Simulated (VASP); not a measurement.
## Hf: relaxation of cell and atoms with r2SCAN

The system is Hf.

```
Hf
1.0
    -1.80500    1.80500    1.80500
     1.80500   -1.80500    1.80500
     1.80500    1.80500   -1.80500
Hf
1
Direct
  0.00000 0.00000 0.00000
```

```
Program                : VASP 6.6.1
Task                   : relaxation of cell and atoms
Functional             : r2SCAN
Potentials or basis    : VASP PAW PBE potentials, release 64 (Hf_pv)
Cutoff                 : 600 eV
k mesh                 : 10 × 10 × 10
Occupations            : fermi-dirac, width 0.05 eV
Spin                   : no spin polarisation
Dipole correction      : no
Further INCAR settings : ALGO = Normal; EDIFF = 1e-06; IBRION = 2; EDIFFG = -0.01; NSW = 60; ISIF = 3
```

```
Relaxed volume                         : 22.09 Å³/atom
Relaxed cell                           : a = 3.062 Å, b = 3.062 Å, c = 3.062 Å, α = 109.47°, β = 109.47°, γ = 109.47°
Space group after relaxing (to 0.05 Å) : Im-3m (No. 229)
Energy gained by relaxing              : 27.7 meV/atom
Ionic steps                            : 4
Pressure after relaxing                : 0.0 GPa
Band gap on the k mesh                 : zero (band 5 reaches 6.32 eV, above the bottom of band 6 at 3.75 eV)
```

The path:
```
step  energy change (eV)  largest force (eV/Å)  pressure (GPa)  volume (Å³)
   1              0.0000                0.0000           -5.98        23.52
   2              0.0065                0.0000            7.99        20.66
   3             -0.0277                0.0000           -0.11        22.12
   4             -0.0277                0.0000            0.05        22.09
```

Final structure:
```cif
data_structure
_symmetry_space_group_name_H-M 'P 1'
_symmetry_Int_Tables_number 1
_cell_length_a 3.0616
_cell_length_b 3.0616
_cell_length_c 3.0616
_cell_angle_alpha 109.471
_cell_angle_beta 109.471
_cell_angle_gamma 109.471
_cell_volume 22.09
loop_
_atom_site_label
_atom_site_type_symbol
_atom_site_fract_x
_atom_site_fract_y
_atom_site_fract_z
_atom_site_occupancy
Hf1 Hf 0.00000 0.00000 0.00000 1
```

Levels at points of the mesh, in eV from the Fermi level:
| k point | band 3 | band 4 | band 5 | band 6 | band 7 | band 8 |
| --- | --- | --- | --- | --- | --- | --- |
| (0.00, 0.00, 0.00) | -30.93 | -7.43 | 1.78 | 1.78 | 1.78 | 4.64 |
| (0.50, 0.00, 0.00) | -30.94 | -3.51 | -0.41 | 0.91 | 4.52 | 5.53 |
| (0.50, 0.50, 0.50) | -31.53 | -2.76 | -2.76 | 7.19 | 7.19 | 7.19 |

Wall time 90 s on 1 thread of Intel(R) Xeon(R) 6975P-C (Granite Rapids), with other jobs on the host, peak memory 0.18 GiB.

Caveat: the PAW data sets were made with another functional, which shifts forces and pressure a little; spin-orbit coupling is left out, which moves the levels of the heavy elements.
